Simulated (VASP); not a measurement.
# MoS2 in VASP: notebook

Aim: see how the results for MoS2 move with the level of theory and the settings. Levels: LDA, PBE, r2SCAN, PBE+D3(BJ). Tasks: single point.

All numbers are computed with VASP 6.6.1; they aren't measurements. Logs are shortened: lines on timing, memory, paths and dates and some standing lists are left out, and cuts for length are marked.

## Step 1: The cell of the first run

The cell holds a slab with vacuum, 3 atoms: a = 3.154 Å, b = 3.154 Å, c = 32.263 Å, α = 90.00°, β = 90.00°, γ = 120.00°.

## Step 2: Single point, LDA

Contents of INCAR:

```
SYSTEM = MoS2
PREC = Accurate ; ENCUT = 520
EDIFF = 1E-7 ; ISMEAR = 0
SIGMA = 0.02 ; LREAL = .FALSE.
LASPH = .TRUE. ; NELM = 80
ALGO = Normal ; ISIF = 2
LWAVE = .FALSE. ; LCHARG = .TRUE.
LDIPOL = .TRUE. ; IDIPOL = 3
DIPOL = 0.5 0.5 0.500 ; GGA = CA
LELF = .TRUE. ; LVHAR = .TRUE.
LVACPOTAV = .TRUE. ; NBANDS = 20
```

Contents of KPOINTS:

```
regular mesh
0
G
  12 12 1
  0 0 0
```

Contents of POSCAR:

```
MoS2
1.0
    3.1542346165      0.0000000000      0.0000000000
   -1.5771173083      2.7316473074      0.0000000000
    0.0000000000      0.0000000000     32.2630186430
S Mo
2 1
Direct
    0.3333333333      0.6666666667      0.4514239391
    0.3333333333      0.6666666667      0.5485760609
    0.6666666667      0.3333333333      0.5000000000
```

Potentials or basis: VASP PAW LDA potentials, release 64 (S, Mo_sv).

Command:

```bash
> cat potpaw_LDA.64/S/POTCAR potpaw_LDA.64/Mo_sv/POTCAR > POTCAR
> mpirun -np 1 vasp_std > vasp.out
```

OUTCAR:

```text
SYSTEM = MoS2
   PREC = Accurate
   ENCUT = 520
   EDIFF = 1E-7
   ISMEAR = 0
   LREAL = .FALSE.
   LASPH = .TRUE.
   NELM = 80
   ISIF = 2
   GGA = CA

 ion  position               nearest neighbor table
   1  0.333  0.667  0.451-   3 2.40   3 2.40   3 2.40
   2  0.333  0.667  0.549-   3 2.40   3 2.40   3 2.40
   3  0.667  0.333  0.500-   1 2.40   2 2.40   1 2.40   2 2.40   1 2.40   2 2.40

  LATTYP: Found a hexagonal cell.
 ALAT       =     3.1542346165
 C/A-ratio  =    10.2284777658

  Lattice vectors:

 A1 = (   3.1542346165,   0.0000000000,   0.0000000000)
 A2 = (  -1.5771173083,   2.7316473074,   0.0000000000)
 A3 = (   0.0000000000,   0.0000000000,  32.2630186430)

Analysis of symmetry for initial positions (statically):
=====================================================================
 Subroutine PRICEL returns:
 Original cell was already a primitive cell.

 Routine SETGRP: Setting up the symmetry group for a
 hexagonal supercell.

 Subroutine GETGRP returns: Found 12 space group operations
 (whereof 12 operations were pure point group operations)
 out of a pool of 24 trial point group operations.

The static configuration has the point symmetry D_3h.

Analysis of symmetry for dynamics (positions and initial velocities):
=====================================================================
 Subroutine PRICEL returns:
 Original cell was already a primitive cell.

 Routine SETGRP: Setting up the symmetry group for a
 hexagonal supercell.

 Subroutine GETGRP returns: Found 12 space group operations
 (whereof 12 operations were pure point group operations)
 out of a pool of 24 trial point group operations.

The dynamic configuration has the point symmetry D_3h.

 Subroutine INISYM returns: Found 12 space group operations
 (whereof 12 operations are pure point group operations),
 and found     1 'primitive' translations

----------------------------------------------------------------------------------------

                                     Primitive cell

  volume of cell :     277.9864

  direct lattice vectors                    reciprocal lattice vectors
     3.154234617  0.000000000  0.000000000     0.317034121  0.183039735  0.000000000
    -1.577117308  2.731647307  0.000000000     0.000000000  0.366079471  0.000000000
     0.000000000  0.000000000 32.263018643     0.000000000  0.000000000  0.030995240

[... 83 lines left out ...]
   IBRION =     -1    ionic relax: 0-MD 1-quasi-New 2-CG
   NFREE  =      0    steps in history (QN), initial steepest desc. (CG)
   ISIF   =      2    stress and relaxation
   ISYM   =      2    0-nonsym 1-usesym 2-fastsym
   POTIM  = 0.5000    time-step for ionic-motion
   TEBEG  =    0.0;   TEEND  =   0.0 temperature during run
   PSTRESS=    0.0 pullay stress
   NELECT =      26.0000    total number of electrons
   NUPDOWN=      -1.0000    fix difference up-down
   EMIN   =  10.00;   EMAX   =-10.00  energy-range for DOS
   EFERMI =   0.00;   METHOD = LEGACY
   ISMEAR =     0;   SIGMA  =   0.02  broadening in eV -4-tet -1-fermi 0-gaus
   EFERMI_NEDOS =   21; number of points for ismear=-14 and -15
   IALGO  =     38    algorithm
   IMIX   =      4    mixing-type and parameters
     AMIX     =   0.40;   BMIX     =  1.00
     AMIX_MAG =   1.60;   BMIX_MAG =  1.00
  volume/ion in A,a.u.               =      92.66       625.32
  Fermi-wavevector in a.u.,A,eV,Ry     =   0.743119  1.404290  7.513479  0.552225
  Thomas-Fermi vector in A             =   1.838158
   LORBIT       =      0    0 simple, 1 ext, 2 COOP (PROOUT), +10 PAW based schemes
   GGA     = CA    functional components
   LHFCALC =     F    Hartree Fock is set to
   AEXX    =    0.0000 exact exchange contribution
   IVDW    =     0    specifies the selected vdW correction
   LEPSILON=     F    determine dielectric tensor
   LRPA    =     F    only Hartree local field effects (RPA)
 non-spin polarized calculation
 Gauss-broadening in eV      SIGMA  =   0.02
  energy-cutoff  :      520.00
  volume of cell :      277.99
 maximum number of plane-waves:      7522
 NGX is ok and might be reduce to    24
   NGX = 11   NGY = 11   NGZ =119

 dipolmoment           0.000000      0.000000      0.000000 electrons x Angstroem

 number of electron      26.0000001 magnetization

 dipolmoment           0.000000      0.000000     -0.000000 electrons x Angstroem

 Free energy of the ion-electron system (eV)
  ---------------------------------------------------
  ext. energy  EPLUGINS =         0.00000000
  ---------------------------------------------------
  free energy    TOTEN  =       -24.34391583 eV

  energy without entropy =      -24.34391583  energy(sigma->0) =      -24.34391583

 E-fermi :  -3.4135     XC(G=0):  -2.4610

 val. band max:       -3.6844448856   @ k =   0.3333   0.3333   0.0000
 cond. band min:      -1.9027217082   @ k =   0.3333   0.3333   0.0000
 fundamental gap:      1.7817231774
 Fermi energy:        -3.4135287291

 k-point     1 :       0.0000    0.0000    0.0000
  band No.  band energies     occupation
      1     -64.1431      2.00000
      2     -38.5061      2.00000
      3     -38.2504      2.00000
      4     -38.2504      2.00000
      5     -17.7573      2.00000
      6     -16.4362      2.00000
[... 426 lines left out ...]
     19       3.8528      0.00000
     20       5.8554      0.00000

------------------------ aborting loop because EDIFF is reached ----------------------------------------

 vacuum level on the upper side and lower side of the slab       (xc-potential included)        -0.106        -0.106

  FORCE on cell =-STRESS in cart. coord.  units (eV):
  Direction    XX          YY          ZZ          XY          YZ          ZX
  --------------------------------------------------------------------------------------
  -------------------------------------------------------------------------------------
  Total       -1.5157095     -1.5157095     -1.5553956      0.0000000      0.0000000      0.0000000
  in kB       -8.7358053     -8.7358053     -8.9645365      0.0000000      0.0000000      0.0000000
  external PRESSURE =      -8.8120490 kB  Pullay stress =       0.0000000 kB

 VOLUME and BASIS-vectors are now :
 -----------------------------------------------------------------------------
  energy-cutoff  :      520.00
  volume of cell :      277.99
      direct lattice vectors                 reciprocal lattice vectors
     3.154234617  0.000000000  0.000000000     0.317034121  0.183039735  0.000000000
    -1.577117308  2.731647307  0.000000000     0.000000000  0.366079471  0.000000000
     0.000000000  0.000000000 32.263018643     0.000000000  0.000000000  0.030995240

 POSITION                                       TOTAL-FORCE (eV/Angst)
 -----------------------------------------------------------------------------------
     -0.00000      1.82110     14.56430         0.000000      0.000000      0.487459
     -0.00000      1.82110     17.69872         0.000000      0.000000     -0.487459
      1.57712      0.91055     16.13151        -0.000000      0.000000      0.000000
 -----------------------------------------------------------------------------------
    total drift:                               -0.000000      0.000000      0.000000

  FREE ENERGIE OF THE ION-ELECTRON SYSTEM (eV)
  ---------------------------------------------------
  free  energy   TOTEN  =       -24.3439158268 eV

  energy  without entropy=      -24.3439158268  energy(sigma->0) =      -24.34391583

 vacuum level on the upper side and lower side of the slab         2.473         2.473
```

stdout:

```text
POSCAR found type information on POSCAR S Mo
 POSCAR found :  2 types and       3 ions
 scaLAPACK will be used
 LDA part: xc-table for (Slater(with rela. corr.)+CA(PZ))
 , standard interpolation
 POSCAR, INCAR and KPOINTS ok, starting setup
 FFT: planning ... GRIDC
 FFT: planning ... GRID_SOFT
 FFT: planning ... GRID
 WAVECAR not read
 entering main loop
```

Run time: 2.5 min. Hardware: 1 thread of Intel Xeon Platinum 8488C (Sapphire Rapids), shared host; peak memory 0.34 GiB.

What came out:

```
Free energy                            : -24.3439 eV
Largest force                          : 0.487 eV/Å
Band gap on the k mesh                 : 1.78 eV, direct
Ionisation potential of the upper face : 6.16 eV
```

Forces in eV/Å, atoms in the order of the input:
```
S    0.000  0.000  0.487
S    0.000  0.000 -0.487
Mo   0.000  0.000  0.000
```

## Step 3: Single point, PBE

This run uses another cell than the first one, of 94.46 Å³/atom, 1.019 times its volume.

Contents of INCAR:

```
  PREC = Accurate
  ENCUT = 520
  EDIFF = 1E-6
  ISMEAR = 0
  SIGMA = 0.02
  LREAL = False
  LASPH = True
  NELM = 100
  ALGO = Normal
  ISIF = 2
  LWAVE = False
  LCHARG = True
  LDIPOL = True
  IDIPOL = 3
  DIPOL = 0.5 0.5 0.500
  GGA = PE
  LELF = True
  LVHAR = True
  LVACPOTAV = True
  NBANDS = 20
```

Contents of KPOINTS:

```
Automatic mesh
0
Gamma
  12 12 1
```

Contents of POSCAR:

```
MoS2
1.0
    3.1847196223      0.0000000000      0.0000000000
   -1.5923598112      2.7580480968      0.0000000000
    0.0000000000      0.0000000000     32.2630186430
S Mo
2 1
Direct
    0.3333333333      0.6666666667      0.4515631241
    0.3333333333      0.6666666667      0.5484368759
    0.6666666667      0.3333333333      0.5000000000
```

Potentials or basis: VASP PAW PBE potentials, release 64 (S, Mo_sv).

Command:

```bash
> cat potpaw_PBE.64/S/POTCAR potpaw_PBE.64/Mo_sv/POTCAR > POTCAR
> mpirun -np 1 vasp_std > vasp.out
```

Run time: 2.6 min. Hardware: 1 thread of Intel Xeon Platinum 8488C (Sapphire Rapids), shared host; peak memory 0.41 GiB.

It converged, with:

| Property | Result |
| --- | --- |
| Free energy | -21.8526 eV |
| Largest force | 0.012 eV/Å |
| Band gap on the k mesh | 1.67 eV, indirect (least direct gap 1.68 eV) |
| Ionisation potential of the upper face | 5.92 eV |

Forces in eV/Å, atoms in the order of the input:
```
S    0.000  0.000  0.012
S    0.000  0.000 -0.012
Mo   0.000  0.000  0.000
```

Levels at points of the mesh, in eV from the valence-band top:
| k point | band 10 | band 11 | band 12 | band 13 | band 14 | band 15 | band 16 | band 17 |
| --- | --- | --- | --- | --- | --- | --- | --- | --- |
| (0.00, 0.00, 0.00) | -1.77 | -1.50 | -1.50 | 0.00 | 2.76 | 2.76 | 3.01 | 3.01 |
| (0.50, 0.00, 0.00) | -3.15 | -1.87 | -0.97 | -0.62 | 2.24 | 2.75 | 3.88 | 4.30 |

## Step 4: Single point, r2SCAN

This run uses another cell than the first one: it holds 9 atoms, not 3.

Contents of POSCAR:

```
MoS2
1.0
    3.1840389251      0.0000000000      0.0000000000
   -1.5920194625      2.7574585958      0.0000000000
    0.0000000000      0.0000000000     56.4427220620
S Mo
6 3
Direct
    0.3333333333      0.6666666667      0.3574709025
    0.3333333333      0.6666666667      0.4124830420
    0.6666666667      0.3333333333      0.4724891486
    0.6666666667      0.3333333333      0.5275108514
    0.3333333333      0.6666666667      0.5875169580
    0.3333333333      0.6666666667      0.6425290975
    0.6666666667      0.3333333333      0.3849700523
    0.3333333333      0.6666666667      0.5000000000
    0.6666666667      0.3333333333      0.6150299477
```

Contents of INCAR.step1:

```
PREC = Accurate ; ENCUT = 520
ISMEAR = 0 ; SIGMA = 0.02
LREAL = F ; LASPH = T
NELM = 100 ; LDIPOL = T
IDIPOL = 3 ; DIPOL = 0.5 0.5 0.500
NBANDS = 49 ; GGA = PE
ALGO = Normal ; EDIFF = 1E-4
LWAVE = T ; LCHARG = F
```

Contents of INCAR.step2:

```
PREC = Accurate ; ENCUT = 520
EDIFF = 1E-6 ; ISMEAR = 0
SIGMA = 0.02 ; LREAL = F
LASPH = T ; NELM = 100
ALGO = Normal ; ISIF = 2
LWAVE = F ; LCHARG = F
LDIPOL = T ; IDIPOL = 3
DIPOL = 0.5 0.5 0.500 ; METAGGA = R2SCAN
LMIXTAU = T ; NBANDS = 49
ISTART = 1
```

Contents of KPOINTS:

```
regular mesh
0
Gamma
  12 12 1
```

Command:

```bash
> cat potpaw_PBE.64/S/POTCAR potpaw_PBE.64/Mo_sv/POTCAR > POTCAR
> cp INCAR.step1 INCAR
> mpirun -np 1 vasp_std > vasp.out
> cp INCAR.step2 INCAR
> mpirun -np 1 vasp_std > vasp.out
```

Wall time 31 min (1 thread of AMD EPYC 9R45 (Zen 5), shared host); peak memory 0.77 GiB.

It converged, with:

- Free energy: -135.0851 eV
- Largest force: 0.003 eV/Å
- Band gap on the k mesh: 1.28 eV, indirect (least direct gap 1.74 eV)

Forces on the atoms (eV/Å):
```
S    0.000  0.000 -0.003
S    0.000  0.000  0.003
S    0.000  0.000 -0.003
S    0.000  0.000  0.003
S    0.000  0.000 -0.003
S    0.000  0.000  0.003
Mo   0.000  0.000  0.000
Mo   0.000  0.000  0.000
Mo   0.000  0.000  0.000
```

Levels at points of the mesh, in eV from the valence-band top:
| k point | band 35 | band 36 | band 37 | band 38 | band 39 | band 40 | band 41 | band 42 | band 43 | band 44 |
| --- | --- | --- | --- | --- | --- | --- | --- | --- | --- | --- |
| (0.00, 0.00, 0.00) | -2.12 | -1.76 | -0.64 | -0.28 | 0.00 | 2.46 | 2.46 | 2.47 | 2.47 | 2.48 |
| (0.50, 0.00, 0.00) | -1.59 | -1.55 | -1.14 | -1.12 | -1.10 | 1.90 | 1.91 | 1.92 | 2.38 | 2.44 |

Caveat: the PAW data sets were made with another functional, which shifts forces and pressure a little.

## Step 5: Single point, PBE+D3(BJ)

Contents of INCAR:

```
SYSTEM = MoS2
  PREC = Accurate
  ENCUT = 520
  EDIFF = 1E-6
  ISMEAR = 0
  SIGMA = 0.02
  LREAL = .FALSE.
  LASPH = .TRUE.
  NELM = 60
  ALGO = Normal
  ISIF = 2
  LWAVE = .FALSE.
  LCHARG = .FALSE.
  LDIPOL = .TRUE.
  IDIPOL = 3
  DIPOL = 0.5 0.5 0.500
  GGA = PE
  IVDW = 12
  NBANDS = 20
```

Contents of KPOINTS:

```
regular mesh
0
G
  9 9 1
  0 0 0
```

Contents of POSCAR:

```
MoS2
1.0
    3.1542357904      0.0000000000      0.0000000000
   -1.5771178952      2.7316483240      0.0000000000
    0.0000000000      0.0000000000     32.2630185961
S Mo
2 1
Direct
    0.3333333333      0.6666666667      0.4514239486
    0.3333333333      0.6666666667      0.5485760514
    0.6666666667      0.3333333333      0.5000000000
```

Command:

```bash
> cat potpaw_PBE.64/S/POTCAR potpaw_PBE.64/Mo_sv/POTCAR > POTCAR
> mpirun -np 1 vasp_std > vasp.out
```

Run time: 61 s. Hardware: 1 thread of Intel Xeon 6975P-C (Granite Rapids), shared host; peak memory 0.39 GiB.

The run converged. Its results:

* Free energy: -22.8011 eV
* Largest force: 0.009 eV/Å
* Band gap on the k mesh: 1.78 eV, direct
* Dispersion energy per atom: -0.319 eV

Forces on the atoms (eV/Å):
```
S    0.000  0.000  0.009
S    0.000  0.000 -0.009
Mo   0.000  0.000  0.000
```

Levels at points of the mesh, in eV from the valence-band top:
```
           k point  band 10  band 11  band 12  band 13  band 14  band 15  band 16  band 17
(0.00, 0.00, 0.00)    -1.86    -1.45    -1.45    -0.09     2.84     2.84     3.07     3.07
```

## Step 6: Single point, LDA

This run uses another cell than the first one: it holds 9 atoms, not 3.

Contents of INCAR:

```
SYSTEM = MoS2
PREC = Accurate
ENCUT = 520
EDIFF = 1E-6
ISMEAR = 0
SIGMA = 0.02
LREAL = .False.
LASPH = .True.
NELM = 100
ALGO = Normal
ISIF = 2
LWAVE = .False.
LCHARG = .False.
LDIPOL = .True.
IDIPOL = 3
DIPOL = 0.5 0.5 0.500
GGA = CA
NBANDS = 49
```

Contents of KPOINTS:

```
Automatic mesh
0
Gamma
  12 12 1
  0 0 0
```

Contents of POSCAR:

```
MoS2
1.0
    3.1509023687      0.0000000000      0.0000000000
   -1.5754511843      2.7287614961      0.0000000000
    0.0000000000      0.0000000000     56.4427220620
S Mo
6 3
Direct
    0.3333333333      0.6666666667      0.3649873716
    0.3333333333      0.6666666667      0.4205181369
    0.6666666667      0.3333333333      0.4722649671
    0.6666666667      0.3333333333      0.5277350329
    0.3333333333      0.6666666667      0.5794818631
    0.3333333333      0.6666666667      0.6350126284
    0.6666666667      0.3333333333      0.3927672632
    0.3333333333      0.6666666667      0.5000000000
    0.6666666667      0.3333333333      0.6072327368
```

Potentials or basis: VASP PAW LDA potentials, release 64 (S, Mo_sv).

Command:

```bash
> cat potpaw_LDA.64/S/POTCAR potpaw_LDA.64/Mo_sv/POTCAR > POTCAR
> mpirun -np 1 vasp_std > vasp.out
```

It took 19 min on 1 thread of AMD EPYC 7R43 (Zen 3), shared host; peak memory 0.54 GiB.

It converged, with:

```yaml
Free_energy: -73.2742 eV
Largest_force: 0.480 eV/Å
Band_gap_on_the_k_mesh: 0.95 eV, indirect (least direct gap 1.72 eV)
```

Forces in eV/Å, atoms in the order of the input:
```
S    0.000  0.000  0.480
S    0.000  0.000 -0.402
S    0.000  0.000  0.385
S    0.000  0.000 -0.385
S    0.000  0.000  0.402
S    0.000  0.000 -0.480
Mo   0.000  0.000 -0.074
Mo   0.000  0.000  0.000
Mo   0.000  0.000  0.074
```

Levels at points of the mesh, in eV from the valence-band top:
```csv
k point,band 37,band 38,band 39,band 40,band 41,band 42
"(0.00, 0.00, 0.00)",-1.01,-0.33,0.00,2.17,2.17,2.19
"(0.50, 0.00, 0.00)",-1.36,-1.29,-1.26,1.70,1.72,1.74
```

## Step 7: Overview

```csv
level,potentials or basis,cell,k mesh,gap on the mesh (eV),largest force (eV/Å)
LDA,"VASP PAW LDA potentials, release 64 (S, Mo_sv)","a = 3.154, b = 3.154, c = 32.263 Å, angles 90.0, 90.0, 120.0°, 3 atoms",12 × 12 × 1,1.78,0.49
PBE,"VASP PAW PBE potentials, release 64 (S, Mo_sv)","a = 3.185, b = 3.185, c = 32.263 Å, angles 90.0, 90.0, 120.0°, 3 atoms",12 × 12 × 1,1.67,0.01
r2SCAN,"VASP PAW PBE potentials, release 64 (S, Mo_sv)","a = 3.184, b = 3.184, c = 56.443 Å, angles 90.0, 90.0, 120.0°, 9 atoms",12 × 12 × 1,1.28,-
PBE+D3(BJ),"VASP PAW PBE potentials, release 64 (S, Mo_sv)","a = 3.154, b = 3.154, c = 32.263 Å, angles 90.0, 90.0, 120.0°, 3 atoms",9 × 9 × 1,1.78,0.01
LDA,"VASP PAW LDA potentials, release 64 (S, Mo_sv)","a = 3.151, b = 3.151, c = 56.443 Å, angles 90.0, 90.0, 120.0°, 9 atoms",12 × 12 × 1,0.95,0.48
```

Alike in all rows: task single point; no spin polarisation; cutoff (eV) 520; smearing gaussian 0.02 eV.

Caveats: the PAW data sets were made with another functional, which shifts forces and pressure a little (some runs).

Absolute energies hang on the potentials; compare differences alone.
